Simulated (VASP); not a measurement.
Input of a VASP 6.6.1 run:

File INCAR:

```
ALGO = Normal ; EDIFF = 1E-6
ENCUT = 520 ; GGA = PE
ISIF = 2 ; ISMEAR = -1
LASPH = T ; LCHARG = F
LREAL = F ; LWAVE = F
NBANDS = 16 ; NELM = 100
PREC = Accurate ; SIGMA = 0.05
```

Contents of KPOINTS:

```
k-points
0
Gamma
  6 6 3
```

POSCAR

```
Cs
1.0
    5.6395553229      0.0000000000      0.0000000000
   -2.8197776615      4.8839981758      0.0000000000
    0.0000000000      0.0000000000      9.3803150234
Cs
2
Direct
    0.6666666667      0.3333333333      0.7500000000
    0.3333333333      0.6666666667      0.2500000000
```

Potentials or basis: VASP PAW PBE potentials, release 64 (Cs_sv).

Launch:

```sh
$ cat potpaw_PBE.64/Cs_sv/POTCAR > POTCAR
$ mpirun -np 1 vasp_std > vasp.out
```

(1) What does it give for the band gap on the k mesh?

(2) Predict the pressure.

Results:

(1) zero (bands 9 and 10 overlap by 1.37 eV).

(2) -0.2 GPa.

Caveat: spin-orbit coupling is left out, which moves the levels of the heavy elements.
